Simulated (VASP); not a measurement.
Crystal: CaS.

```xyz
2
Lattice="0.0000 2.8479 2.8479 2.8479 0.0000 2.8479 2.8479 2.8479 0.0000" Properties=species:S:1:pos:R:3 pbc="T T T"
Ca    0.0000    0.0000    0.0000
S     2.8479    2.8479    2.8479
```

Base run:

* Program: VASP 6.6.1
* Functional: PBE
* Potentials or basis: VASP PAW PBE potentials, release 64 (Ca_sv, S)
* Cutoff: 500 eV
* k mesh: 6 × 6 × 6
* Occupations: gaussian, width 0.01 eV
* Spin: no spin polarisation

Its results: band gap on the k mesh 2.36 eV (least direct gap 3.16 eV); pressure 0.6 GPa.

Question: After a change of settings the same cell gave: band gap on the k mesh 2.80 eV (least direct gap 3.63 eV); pressure 0.3 GPa. Which change was it?
A. k mesh from 6 × 6 × 6 to 8 × 8 × 8
B. functional from PBE to HSE06; cutoff from 500 eV to 400 eV
C. functional from PBE to PBE0; cutoff from 500 eV to 400 eV
D. functional from PBE to r2SCAN; cutoff from 500 eV to 550 eV

Answer: D.

Caveats: the PAW data sets were made with another functional, which shifts forces and pressure a little (at least some runs).
